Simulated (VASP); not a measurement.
# TaN (P6_3/mmc) in VASP: further runs

TaN is run at these levels: PBEsol; tasks: electric field gradients.

Everything below comes from runs of VASP 6.6.1. Logs are shortened: lines on timing, memory, paths and dates and some standing lists are left out, and cuts for length are marked.

### Step 1. The cell of the first run

It takes space group P6_3/mmc (No. 194, hexagonal). Conventional cell: a = 3.048 Å, b = 3.048 Å, c = 4.918 Å, α = 90.00°, β = 90.00°, γ = 120.00°. Ta (site symmetry -3m) has 6 N at 2.15 Å and 2 Ta at 2.46 Å within 2.8 Å. N (site symmetry -6m2) has 6 Ta at 2.15 Å within 2.8 Å.

### Step 2. Electric field gradients, PBEsol

INCAR reads:

```
PREC = Accurate
ENCUT = 520
EDIFF = 1E-8
ISMEAR = -1
SIGMA = 0.01
LREAL = False
LASPH = True
NELM = 100
ALGO = Normal
ISIF = 2
LWAVE = False
LCHARG = False
GGA = PS
LEFG = True
NBANDS = 24
```

KPOINTS reads:

```
regular mesh
0
Gamma
  9 9 5
```

POSCAR reads:

```
TaN
1.0
    3.0480019786      0.0000000000      0.0000000000
   -1.5240009893      2.6396471442      0.0000000000
    0.0000000000      0.0000000000      4.9180000000
Ta N
2 2
Direct
    0.0000000000      0.0000000000      0.0000000000
    0.0000000000      0.0000000000      0.5000000000
    0.3333333333      0.6666666667      0.2500000000
    0.6666666667      0.3333333333      0.7500000000
```

Potentials or basis: VASP PAW PBE potentials, release 64 (Ta_pv, N).

Started as:

```sh
> cat potpaw_PBE.64/Ta_pv/POTCAR potpaw_PBE.64/N/POTCAR > POTCAR
> mpirun -np 1 vasp_std > vasp.out
```

OUTCAR:

```text
PREC = Accurate
   ENCUT = 520
   EDIFF = 1E-8
   ISMEAR = -1
   LREAL = False
   LASPH = True
   NELM = 100
   ISIF = 2
   GGA = PS

 ion  position               nearest neighbor table
   1  0.000  0.000  0.000-   3 2.15   4 2.15   3 2.15   4 2.15   4 2.15   3 2.15   2 2.46   2 2.46

   2  0.000  0.000  0.500-   3 2.15   4 2.15   3 2.15   4 2.15   4 2.15   3 2.15   1 2.46   1 2.46

   3  0.333  0.667  0.250-   1 2.15   2 2.15   1 2.15   2 2.15   1 2.15   2 2.15
   4  0.667  0.333  0.750-   1 2.15   2 2.15   1 2.15   2 2.15   1 2.15   2 2.15

  LATTYP: Found a hexagonal cell.
 ALAT       =     3.0480019786
 C/A-ratio  =     1.6135160130

  Lattice vectors:

 A1 = (   3.0480019786,   0.0000000000,   0.0000000000)
 A2 = (  -1.5240009893,   2.6396471442,   0.0000000000)
 A3 = (   0.0000000000,   0.0000000000,   4.9180000000)

Analysis of symmetry for initial positions (statically):
=====================================================================
 Subroutine PRICEL returns:
 Original cell was already a primitive cell.

 Routine SETGRP: Setting up the symmetry group for a
 hexagonal supercell.

 Subroutine GETGRP returns: Found 24 space group operations
 (whereof 12 operations were pure point group operations)
 out of a pool of 24 trial point group operations.

The static configuration has the point symmetry D_3d.
 The point group associated with its full space group is D_6h.

Analysis of symmetry for dynamics (positions and initial velocities):
=====================================================================
 Subroutine PRICEL returns:
 Original cell was already a primitive cell.

 Routine SETGRP: Setting up the symmetry group for a
 hexagonal supercell.

 Subroutine GETGRP returns: Found 24 space group operations
 (whereof 12 operations were pure point group operations)
 out of a pool of 24 trial point group operations.

The dynamic configuration has the point symmetry D_3d.
 The point group associated with its full space group is D_6h.

 Subroutine INISYM returns: Found 24 space group operations
 (whereof 12 operations are pure point group operations),
 and found     1 'primitive' translations

----------------------------------------------------------------------------------------

                                     Primitive cell

  volume of cell :      39.5685

  direct lattice vectors                    reciprocal lattice vectors
     3.048001979  0.000000000  0.000000000     0.328083777  0.189419257  0.000000000
    -1.524000989  2.639647144  0.000000000     0.000000000  0.378838513  0.000000000
     0.000000000  0.000000000  4.918000000     0.000000000  0.000000000  0.203334689

  length of vectors
     3.048001979  3.048001979  4.918000000     0.378838513  0.378838513  0.203334689

  position of ions in fractional coordinates (direct lattice)
     0.000000000  0.000000000  0.000000000
     0.000000000  0.000000000  0.500000000
     0.333333333  0.666666667  0.250000000
     0.666666667  0.333333333  0.750000000

  ion indices of the primitive-cell ions
   primitive index   ion index
                 1           1
                 2           2
                 3           3
                 4           4

----------------------------------------------------------------------------------------

 KPOINTS: regular mesh

Automatic generation of k-mesh.
 Grid dimensions read from file:
 generate k-points for:    9    9    5

 Generating k-lattice:

  Cartesian coordinates                     Fractional coordinates (reciprocal lattice)
     0.036453753  0.021046584  0.000000000     0.111111111  0.000000000  0.000000000
     0.000000000  0.042093168  0.000000000     0.000000000  0.111111111  0.000000000
     0.000000000  0.000000000  0.040666938     0.000000000  0.000000000  0.200000000

  Length of vectors
     0.042093168  0.042093168  0.040666938

  Shift w.r.t. Gamma in fractional coordinates (k-lattice)
     0.000000000  0.000000000  0.000000000

 Subroutine IBZKPT returns following result:
 ===========================================

 Found     36 irreducible k-points:

 Following reciprocal coordinates:
            Coordinates               Weight
  0.000000  0.000000  0.000000      1.000000
  0.111111  0.000000  0.000000      6.000000
  0.222222  0.000000  0.000000      6.000000
  0.333333  0.000000  0.000000      6.000000
  0.444444  0.000000  0.000000      6.000000
  0.111111  0.111111  0.000000      6.000000
[... 16 lines left out ...]
  0.333333  0.222222  0.200000     24.000000
  0.333333  0.333333  0.200000      4.000000
 [... further k-points ...]
   k-points           NKPTS =     36   k-points in BZ     NKDIM =     36   number of bands    NBANDS=     24
   number of dos      NEDOS =    301   number of ions     NIONS =      4
   total plane-waves  NPLWV =  23040
   dimension x,y,z NGX =    24 NGY =   24 NGZ =   40
   dimension x,y,z NGXF=    48 NGYF=   48 NGZF=   80
   ions per type =               2   2
   NGX,Y,Z   is equivalent  to a cutoff of  13.09, 13.09, 13.52 a.u.
   NGXF,Y,Z  is equivalent  to a cutoff of  26.18, 26.18, 27.04 a.u.
 SYSTEM =  unknown system
   PREC   = accura    normal or accurate (medium, high low for compatibility)
   ISTART =      0    job   : 0-new  1-cont  2-samecut
   ICHARG =      2    charge: 1-file 2-atom 10-const
   ISPIN  =      1    spin polarized calculation?
   LNONCOLLINEAR =      F non collinear calculations
   LSORBIT =      F    spin-orbit coupling
   LASPH  =      T    aspherical Exc in radial PAW
   ENCUT  =  520.0 eV  38.22 Ry    6.18 a.u.   5.67  5.67  9.14*2*pi/ulx,y,z
   NELM   =    100;   NELMIN=  2; NELMDL= -5     # of ELM steps
   EDIFF  = 0.1E-07   stopping-criterion for ELM
   LREAL  =      F    real-space projection
   EDIFFG = 0.1E-06   stopping-criterion for IOM
   NSW    =      0    number of steps for IOM
   IBRION =     -1    ionic relax: 0-MD 1-quasi-New 2-CG
   NFREE  =      0    steps in history (QN), initial steepest desc. (CG)
   ISIF   =      2    stress and relaxation
   ISYM   =      2    0-nonsym 1-usesym 2-fastsym
   POTIM  = 0.5000    time-step for ionic-motion
   TEBEG  =    0.0;   TEEND  =   0.0 temperature during run
   PSTRESS=    0.0 pullay stress
   NELECT =      32.0000    total number of electrons
   NUPDOWN=      -1.0000    fix difference up-down
   EMIN   =  10.00;   EMAX   =-10.00  energy-range for DOS
   EFERMI =   0.00;   METHOD = LEGACY
   ISMEAR =    -1;   SIGMA  =   0.01  broadening in eV -4-tet -1-fermi 0-gaus
   EFERMI_NEDOS =   21; number of points for ismear=-14 and -15
   IALGO  =     38    algorithm
   IMIX   =      4    mixing-type and parameters
     AMIX     =   0.40;   BMIX     =  1.00
     AMIX_MAG =   1.60;   BMIX_MAG =  1.00
  volume/ion in A,a.u.               =       9.89        66.76
  Fermi-wavevector in a.u.,A,eV,Ry     =   1.525252  2.882308 31.652508  2.326394
  Thomas-Fermi vector in A             =   2.633448
   LORBIT       =      0    0 simple, 1 ext, 2 COOP (PROOUT), +10 PAW based schemes
   GGA     = PS    functional components
   LHFCALC =     F    Hartree Fock is set to
   AEXX    =    0.0000 exact exchange contribution
   IVDW    =     0    specifies the selected vdW correction
   LEPSILON=     F    determine dielectric tensor
   LRPA    =     F    only Hartree local field effects (RPA)
 non-spin polarized calculation
  energy-cutoff  :      520.00
  volume of cell :       39.57
 maximum number of plane-waves:      1092
 NGX is ok and might be reduce to    24
   NGX = 11   NGY = 11   NGZ = 19

 number of electron      32.0000002 magnetization

 Free energy of the ion-electron system (eV)
  ---------------------------------------------------
  ext. energy  EPLUGINS =         0.00000000
  ---------------------------------------------------
  free energy    TOTEN  =       -44.30613910 eV

  energy without entropy =      -44.30400912  energy(sigma->0) =      -44.30507411

 E-fermi :   9.7037     XC(G=0): -13.9044

 val. band max:        9.7008650518   @ k =   0.2222   0.2222   0.4000
 cond. band min:       9.7070379073   @ k =   0.2222   0.0000   0.2000
 fundamental gap:      0.0061728555
 Fermi energy:         9.7036665144

 k-point     1 :       0.0000    0.0000    0.0000
  band No.  band energies     occupation
      1     -27.3977      2.00000
      2     -25.5460      2.00000
      3     -25.5460      2.00000
      4     -25.1671      2.00000
      5     -25.1671      2.00000
      6     -24.3413      2.00000
[... 637 lines left out ...]
     23      17.1169      0.00000
     24      17.1169      0.00000

 [... further k-points ...]
[... 5 lines left out ...]
  --------------------------------------------------------------------------------------
  -------------------------------------------------------------------------------------
  Total        5.4477212      5.4477212     26.2596351      0.0000000      0.0000000      0.0000000
  in kB      220.5849171    220.5849171   1063.2848469      0.0000000      0.0000000      0.0000000
  external PRESSURE =     501.4848937 kB  Pullay stress =       0.0000000 kB

 VOLUME and BASIS-vectors are now :
 -----------------------------------------------------------------------------
  energy-cutoff  :      520.00
  volume of cell :       39.57
      direct lattice vectors                 reciprocal lattice vectors
     3.048001979  0.000000000  0.000000000     0.328083777  0.189419257  0.000000000
    -1.524000989  2.639647144  0.000000000     0.000000000  0.378838513  0.000000000
     0.000000000  0.000000000  4.918000000     0.000000000  0.000000000  0.203334689

 POSITION                                       TOTAL-FORCE (eV/Angst)
 -----------------------------------------------------------------------------------
      0.00000      0.00000      0.00000        -0.000000      0.000000     -0.000000
      0.00000      0.00000      2.45900        -0.000000      0.000000     -0.000000
     -0.00000      1.75976      1.22950        -0.000000      0.000000     -0.000000
      1.52400      0.87988      3.68850         0.000000      0.000000      0.000000
 -----------------------------------------------------------------------------------
    total drift:                               -0.000000      0.000000      0.000000

  FREE ENERGIE OF THE ION-ELECTRON SYSTEM (eV)
  ---------------------------------------------------
  free  energy   TOTEN  =       -44.3061390968 eV

  energy  without entropy=      -44.3040091233  energy(sigma->0) =      -44.30507411

 Electric field gradients (V/A^2)
---------------------------------------------------------------------
 ion       V_xx      V_yy      V_zz      V_xy      V_xz      V_yz
---------------------------------------------------------------------
   1      90.001    90.001  -180.002    -0.000    -0.000     0.000
   2      90.001    90.001  -180.002    -0.000     0.000    -0.000
   3      -2.716    -2.716     5.432     0.001     0.000     0.000
   4      -2.716    -2.716     5.432     0.001     0.000     0.000
---------------------------------------------------------------------

 Electric field gradients after diagonalization (V/A^2)
 (convention: |V_zz| > |V_xx| > |V_yy|)
----------------------------------------------------------------------
 ion       V_xx      V_yy      V_zz     asymmetry (V_yy - V_xx)/ V_zz
----------------------------------------------------------------------
   1      90.002    90.001  -180.002       0.000
   2      90.002    90.001  -180.002       0.000
   3      -2.717    -2.715     5.432       0.000
   4      -2.717    -2.715     5.432       0.000
----------------------------------------------------------------------

           NMR quadrupolar parameters

 Cq : quadrupolar parameter    Cq=e*Q*V_zz/h
 eta: asymmetry parameters     (V_yy - V_xx)/ V_zz
 Q  : nuclear electric quadrupole moment in mb (millibarn)
----------------------------------------------------------------------
 ion       Cq(MHz)       eta       Q (mb)
----------------------------------------------------------------------
   1      -0.435       0.000       1.000
   2      -0.435       0.000       1.000
   3       0.013       0.000       1.000
   4       0.013       0.000       1.000
----------------------------------------------------------------------
```

Run time: 42 s. Hardware: 1 thread of Intel Xeon 8259CL, shared host; peak memory 0.17 GiB.

Results:

| Quantity | Value |
| --- | --- |
| Free energy | -44.3061 eV |
| Pressure | 50.1 GPa |
| Band gap on the k mesh | zero (band 16 reaches 10.42 eV, above the bottom of band 17 at 7.85 eV) |

Electric field gradients, principal values (V/Å²):
```
atom   least  middle  greatest (by size)
1 Ta  90.001  90.002            -180.002
2 Ta  90.001  90.002            -180.002
 3 N  -2.715  -2.717               5.432
 4 N  -2.715  -2.717               5.432
```

Caveat: without QUAD_EFG the Cq values of the log hold for a quadrupole moment of 1 mb, not for the nuclei; the PAW data sets were made with another functional, which shifts forces and pressure a little; spin-orbit coupling is left out, which moves the levels of the heavy elements.

(Continued in part 2 of 3.)
